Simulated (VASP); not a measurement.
Input of a VASP 6.6.1 run:

File POSCAR:

```
Pb
1.0
    0.0000000000      2.4750200000      2.4750200000
    2.4750200000      0.0000000000      2.4750200000
    2.4750200000      2.4750200000      0.0000000000
Pb
1
Direct
    0.0000000000      0.0000000000      0.0000000000
```

The input INCAR.step1:

```
SYSTEM = Pb
PREC = Accurate
ENCUT = 600
ISMEAR = -1
SIGMA = 0.05
LREAL = .False.
LASPH = .True.
NELM = 60
GGA = PE
ALGO = Normal
EDIFF = 1E-4
LWAVE = .True.
LCHARG = .False.
```

INCAR.step2

```
SYSTEM = Pb
PREC = Accurate
ENCUT = 600
EDIFF = 1E-6
ISMEAR = -1
SIGMA = 0.05
LREAL = .False.
LASPH = .True.
NELM = 60
ALGO = Normal
ISIF = 3
LWAVE = .False.
LCHARG = .False.
METAGGA = R2SCAN
LMIXTAU = .True.
IBRION = 2
NSW = 60
EDIFFG = -0.02
ISTART = 1
```

File KPOINTS:

```
regular mesh
0
Gamma
  15 15 15
  0 0 0
```

Potentials or basis: VASP PAW PBE potentials, release 64 (Pb_d).

Command:

```console
$ cat potpaw_PBE.64/Pb_d/POTCAR > POTCAR
$ cp INCAR.step1 INCAR
$ mpirun -np 1 vasp_std > vasp.out
$ cp INCAR.step2 INCAR
$ mpirun -np 1 vasp_std > vasp.out
```

Question: Predict the relaxed volume.

Answer: 31.16 Å³/atom.

Question: What does it give for the relaxed cell?

Answer: a = 3.532 Å, b = 3.532 Å, c = 3.532 Å, α = 60.00°, β = 60.00°, γ = 60.00°.

The path:
| step | energy change (eV) | largest force (eV/Å) | pressure (GPa) | volume (Å³) |
| --- | --- | --- | --- | --- |
| 1 | 0.0000 | 0.0000 | 1.27 | 30.32 |
| 2 | -0.0030 | 0.0000 | -0.32 | 31.39 |
| 3 | -0.0032 | 0.0000 | 0.01 | 31.16 |

Caveat: the PAW data sets were made with another functional, which shifts forces and pressure a little. Zero-point motion and thermal expansion aren't in these numbers.
